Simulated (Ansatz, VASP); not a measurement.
**BaS in VASP and in Ansatz**

```
CELL_PARAMETERS angstrom
0.00000 3.21191 3.21191
3.21191 0.00000 3.21191
3.21191 3.21191 0.00000
ATOMIC_POSITIONS crystal
Ba 0.00000 0.00000 0.00000
S 0.50000 0.50000 0.50000
```

Alike in both runs: task single point; functional PBE-based global hybrid; k mesh 4 × 4 × 4; no spin polarisation.

|  | VASP | Ansatz |
| --- | --- | --- |
| version | VASP 6.6.1 | Ansatz 0.2.0 |
| potentials or method | VASP PAW PBE potentials, release 64 (Ba_sv, S) | plane waves |
| plane-wave cutoff (eV) | 520 | 420 |
| occupations | gaussian, width 0.01 eV | fixed |
| valence electrons in the cell | 16 | 16 |

Ansatz gave:

```
gap on the k mesh at the Fermi level (eV) : 2.54
pressure (GPa)                            : 0.0
```

Task: Which values does VASP return?

Result: gap on the k mesh at the Fermi level (eV): 2.45; pressure (GPa): 0.6.

VASP's potentials were made for PBE, not for PBE-based global hybrid. Ansatz's warnings: stress exchange threshold loose, stress scf threshold loose.

The k mesh is coarse, so the values compare programs but aren't converged. Spin-orbit coupling is off throughout.
